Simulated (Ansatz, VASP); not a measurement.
# CdI2: VASP beside Ansatz

The input INCAR:

```
PREC = Accurate ; ENCUT = 500
EDIFF = 1E-6 ; ISMEAR = 0
SIGMA = 0.05 ; LREAL = F
LASPH = T ; NELM = 120
ALGO = Normal ; ISIF = 2
LWAVE = F ; LCHARG = F
GGA = PE ; IVDW = 12
NBANDS = 20 ; GGA_COMPAT = F
```

The input KPOINTS:

```
Automatic mesh
0
Gamma
  9 9 4
```

The input POSCAR:

```
CdI2
1.0
    4.2439992147      0.0000000000      0.0000000000
   -2.1219996073      3.6754111336      0.0000000000
    0.0000000000      0.0000000000      6.5160500000
Cd I
1 2
Direct
    0.0000000000      0.0000000000      0.0000000000
    0.3333333333      0.6666666667      0.2492000000
    0.6666666667      0.3333333333      0.7508000000
```

Input for Ansatz:

```yaml
crystal:
  lattice:
    - [4.2439992147, 0.0, 0.0]
    - [-2.1219996073, 3.6754111336, 0.0]
    - [0.0, 0.0, 6.51605]
  atoms:
    - { symbol: Cd, position: [0.0, 0.0, 0.0] }
    - { symbol: I, position: [0.3333333333, 0.6666666667, 0.2492] }
    - { symbol: I, position: [0.6666666667, 0.3333333333, 0.7508] }
basis:
  ecutwfc: 420
kpoints:
  mp_grid: { grid: [9, 9, 4] }
hamiltonian:
  xc: pbe
  dispersion: d3bj
scf:
  occupations: { method: gaussian, width: 0.05 }
output:
  forces: true
  stress: true
  eigenvalues: true
```

Change from the starting cell: strain +0.000 along x and y, -0.050 along z, atoms carried along.

Alike in both runs: task single point; functional PBE; dispersion D3(BJ); k mesh 9 × 9 × 4; occupations gaussian, width 0.05 eV; no spin polarisation.

|  | VASP | Ansatz |
| --- | --- | --- |
| version | VASP 6.6.1 | Ansatz 0.2.0 |
| potentials or method | VASP PAW PBE potentials, release 64 (Cd, I), cutoff 500 eV | scalar-relativistic, plane waves, PAW |
| valence electrons in the cell | 26 | 54 |

VASP gave:

- gap on the k mesh at the Fermi level (eV): 2.40
- least direct gap on the mesh (eV): 2.48
- pressure (GPa): 2.4
- traceless stress, the component that is largest in VASP (GPa): 0.82
- rms of the force components (eV/Å): 0.259

Question: Estimate Ansatz's values.

Answer: gap on the k mesh at the Fermi level (eV): 2.42; least direct gap on the mesh (eV): 2.50; pressure (GPa): 2.2; traceless stress, the component that is largest in VASP (GPa): 0.84; rms of the force components (eV/Å): 0.248.

Atom by atom the forces differ by 0.012 eV/Å (rms over components). VASP's potentials hold 26 valence electrons a cell and Ansatz's 54, so a difference there can come from the potentials and not from the codes.

Spin-orbit coupling is off throughout.
